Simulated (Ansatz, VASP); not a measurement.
**C: VASP beside Ansatz**

```xyz
2
Lattice="0.0000 2.1833 3.4108 1.2614 0.0000 3.4108 1.2614 2.1833 0.0000" Properties=species:S:1:pos:R:3 pbc="T T T"
C     1.2614    0.5740    3.4108
C     1.2614    3.7925    3.4108
```

Alike in both runs: task single point; functional PBEsol; dispersion D3(BJ); k mesh 16 × 16 × 16; occupations gaussian, width 0.03 eV; no spin polarisation.

```csv
,VASP,Ansatz
version,VASP 6.6.1,Ansatz 0.2.0
potentials or method,"VASP PAW PBE potentials, release 64 (C), cutoff 520 eV","scalar-relativistic, plane waves, PAW"
valence electrons in the cell,8,8
```

Ansatz gave:

* gap on the k mesh at the Fermi level (eV): none
* rms of the force components (eV/Å): 12.672

Task: Which values does VASP return?

Result: gap on the k mesh at the Fermi level (eV): none; rms of the force components (eV/Å): 12.848.

VASP's potentials were made for PBE, not for PBEsol, and Ansatz warns of the same on its side. Atom by atom the forces differ by 0.175 eV/Å (rms over components). A gap of «none» marks a metal or a gap that the smearing closes.
